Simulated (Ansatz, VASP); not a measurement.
# ZrO: VASP beside Ansatz

```
Zr O
1.0
     2.54651   -2.54651    0.00000
     2.54651    2.54651    0.00000
     0.00000    0.00000    9.67092
Zr O
4 4
Direct
  0.00011 0.99989 0.99697
  0.99989 0.00011 0.49697
  0.49989 0.50011 0.26003
  0.50011 0.49989 0.76003
  0.99989 0.50011 0.37850
  0.00011 0.49989 0.87850
  0.49989 0.00011 0.37850
  0.50011 0.99989 0.87850
```

Alike in both runs: functional PBE; dispersion D3(BJ); k mesh 6 × 6 × 2; occupations gaussian, width 0.1 eV; no spin polarisation.

Ansatz relaxed the structure, and its values are those at the end. VASP's run is a single point on that final structure, the one shown.

|  | VASP | Ansatz |
| --- | --- | --- |
| version | VASP 6.6.1 | Ansatz 0.2.0 |
| potentials or method | VASP PAW PBE potentials, release 64 (Zr_sv, O), cutoff 600 eV | scalar-relativistic, plane waves, PAW |
| valence electrons in the cell | 72 | 72 |

Ansatz gave:

| Item | Value |
| --- | --- |
| gap on the k mesh at the Fermi level (eV) | none |
| pressure (GPa) | 0.0 |
| rms of the force components (eV/Å) | 0.002 |

**Question.** Estimate VASP's values.

**Answer.** gap on the k mesh at the Fermi level (eV): none; pressure (GPa): 0.1; rms of the force components (eV/Å): 0.019.

A gap of «none» marks a metal or a gap that the smearing closes. Ansatz's warnings: near symmetry operation missed by atoms.
